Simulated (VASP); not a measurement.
Input of a VASP 6.6.1 run:

INCAR

```
SYSTEM = HfGe
  PREC = Accurate
  ENCUT = 520
  EDIFF = 1E-7
  ISMEAR = -1
  SIGMA = 0.05
  LREAL = .FALSE.
  LASPH = .TRUE.
  NELM = 100
  ALGO = Normal
  ISIF = 2
  LWAVE = .FALSE.
  LCHARG = .TRUE.
  GGA = PE
  LELF = .TRUE.
  LVHAR = .TRUE.
  NBANDS = 19
```

The input KPOINTS:

```
regular mesh
0
G
  8 8 7
  0 0 0
```

The input POSCAR:

```
HfGe
1.0
    3.1761516658      0.0000000000      0.0000000000
    0.0000000000      3.1761516658      0.0000000000
    0.0000000000      0.0000000000      4.0529016001
Hf Ge
1 1
Direct
    0.5000000000      0.5000000000      0.0000000000
    0.0000000000      0.0000000000      0.0000000000
```

Potentials or basis: VASP PAW PBE potentials, release 64 (Hf_pv, Ge_d).

Command:

```sh
$ cat potpaw_PBE.64/Hf_pv/POTCAR potpaw_PBE.64/Ge_d/POTCAR > POTCAR
$ mpirun -np 1 vasp_std > vasp.out
```

(1) Estimate the pressure.

(2) Predict the band gap on the k mesh.

Results:

(1) 71.8 GPa.

(2) zero (band 12 reaches 7.57 eV, above the bottom of band 13 at 4.20 eV).

Caveat: spin-orbit coupling is left out, which moves the levels of the heavy elements.
